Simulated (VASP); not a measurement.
The system is TiSe2.

```
CELL_PARAMETERS angstrom
3.54203 0.00000 0.00000
-1.77101 3.06748 0.00000
0.00000 0.00000 6.09151
ATOMIC_POSITIONS crystal
Ti 0.00000 0.00000 0.00000
Se 0.33333 0.66667 0.24987
Se 0.66667 0.33333 0.75013
```

Base run:

- Program: VASP 6.6.1
- Functional: PBE
- Potentials or basis: VASP PAW PBE potentials, release 64 (Ti_sv, Se)
- Cutoff: 500 eV
- k mesh: 12 × 12 × 4
- Occupations: fermi-dirac, width 0.02 eV
- Spin: no spin polarisation

Its results: band gap on the k mesh zero (band 12 reaches 5.04 eV, above the bottom of band 13 at 4.47 eV); pressure 1.7 GPa; largest force 0.199 eV/Å.

**Question.** The run is repeated on the same cell with these changes: functional from PBE to LDA; potentials or basis from VASP PAW PBE potentials, release 64 (Ti_sv, Se) to VASP PAW LDA potentials, release 64 (Ti_sv, Se). What comes out?

**Answer.** Band gap on the k mesh zero (band 12 reaches 4.94 eV, above the bottom of band 13 at 4.35 eV); pressure -4.3 GPa; largest force 0.160 eV/Å.

Caveats: this functional lacks dispersion, which binds the layers, so the pressure and a relaxed spacing across them are unreliable (some runs).
